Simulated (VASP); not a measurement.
A run of VASP 6.6.1 is set up as follows.

The input INCAR:

```
PREC     = Accurate       # precision mode
ENCUT    = 600            # plane-wave cutoff, eV
EDIFF    = 1E-6           # SCF threshold, eV
ISMEAR   = 0              # smearing method
SIGMA    = 0.1            # smearing width, eV
LREAL    = False          # projectors in reciprocal space
LASPH    = True           # aspherical terms in the spheres
NELM     = 60             # most SCF steps
ALGO     = Normal         # electronic algorithm
ISIF     = 3              # what is computed and relaxed
LWAVE    = False          # write WAVECAR
LCHARG   = False          # write CHGCAR
GGA      = PE             # functional
IBRION   = 2              # ionic algorithm
NSW      = 90             # ionic steps
EDIFFG   = -0.04          # ionic threshold
```

The input KPOINTS:

```
regular mesh
0
Gamma
  6 6 2
```

File POSCAR:

```
Sc2AlF3
1.0
    3.1066909800      0.0000000000      0.0000000000
    0.0000000000      3.1066909800      0.0000000000
    0.0000000000      0.0000000000     10.3850699800
Sc Al F
2 1 3
Direct
    0.5000000000      0.5000000000      0.8473602500
    0.5000000000      0.5000000000      0.1526397500
    0.5000000000      0.5000000000      0.5000000000
    0.0000000000      0.0000000000      0.0000000000
    0.0000000000      0.0000000000      0.7145522800
    0.0000000000      0.0000000000      0.2854477200
```

Potentials or basis: VASP PAW PBE potentials, release 64 (Sc_sv, Al, F).

Run with:

```sh
$ cat potpaw_PBE.64/Sc_sv/POTCAR potpaw_PBE.64/Al/POTCAR potpaw_PBE.64/F/POTCAR > POTCAR
$ mpirun -np 1 vasp_std > vasp.out
```

Task: Estimate the space group after relaxing (to 0.05 Å).

Result: P4/mmm (No. 123).

Task: Predict the band gap on the k mesh.

Result: Zero (band 23 reaches 5.03 eV, above the bottom of band 24 at 3.20 eV).

Task: Predict the relaxed volume.

Result: 15.63 Å³/atom.

Forces in eV/Å, atoms in the order of the input:
```
Sc   0.000  0.000  0.006
Sc   0.000  0.000 -0.006
Al   0.000  0.000  0.000
F    0.000  0.000  0.000
F    0.000  0.000  0.010
F    0.000  0.000 -0.010
```
